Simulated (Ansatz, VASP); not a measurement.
## One calculation of SnO, two programs

Contents of INCAR:

```
ALGO = Normal ; EDIFF = 1E-6
ENCUT = 520 ; GGA = PE
ISIF = 2 ; ISMEAR = 0
LASPH = T ; LCHARG = F
LREAL = F ; LWAVE = F
NBANDS = 28 ; NELM = 100
PREC = Accurate ; SIGMA = 0.05
```

The input KPOINTS:

```
k-points
0
Gamma
  10 10 8
```

The input POSCAR:

```
SnO
1.0
    3.8672772812      0.0000000000      0.0000000000
    0.0000000000      3.8672772812      0.0000000000
    0.0000000000      0.0000000000      5.0679375214
Sn O
2 2
Direct
   -0.0431052619      0.5000000000      0.2286909982
    0.5431052619      0.0000000000      0.7713090018
    0.0045883204      0.0000000000      0.0000000000
    0.4954116796      0.5000000000      0.0000000000
```

Input for Ansatz:

```yaml
crystal:
  lattice:
    - [3.8672772812, 0.0, 0.0]
    - [0.0, 3.8672772812, 0.0]
    - [0.0, 0.0, 5.0679375214]
  atoms:
    - { symbol: Sn, position: [-0.0431052619, 0.5, 0.2286909982] }
    - { symbol: Sn, position: [0.5431052619, 0.0, 0.7713090018] }
    - { symbol: O, position: [0.0045883204, 0.0, 0.0] }
    - { symbol: O, position: [0.4954116796, 0.5, 0.0] }
basis:
  ecutwfc: 520.0
kpoints:
  mp_grid: { grid: [10, 10, 8] }
hamiltonian:
  xc: pbe
scf:
  occupations: { method: gaussian, width: 0.05 }
output:
  forces: true
  stress: true
  eigenvalues: true
```

Change from the starting cell: mode 4 frozen in at -0.167 Å, equal normal strain along x and y +0.0000.

Alike in both runs: task single point; functional PBE; k mesh 10 × 10 × 8; occupations gaussian, width 0.05 eV; no spin polarisation.

```csv
,VASP,Ansatz
version,VASP 6.6.1,Ansatz 0.2.0
potentials or method,"VASP PAW PBE potentials, release 64 (Sn_d, O), cutoff 520 eV","scalar-relativistic, plane waves, PAW"
valence electrons in the cell,40,40
```

|  | VASP | Ansatz | Ansatz less VASP |
| --- | --- | --- | --- |
| gap on the k mesh at the Fermi level (eV) | 0.55 | 0.54 | -0.006 |
| least direct gap on the mesh (eV) | 1.87 | 1.90 | +0.028 |
| pressure (GPa) | 1.4 | 1.2 | -0.23 |
| traceless stress, the component that is largest in VASP (GPa) | 3.78 | 3.64 | -0.139 |
| rms of the force components (eV/Å) | 0.397 | 0.374 | -0.0223 |

Atom by atom the forces differ by 0.038 eV/Å (rms over components).
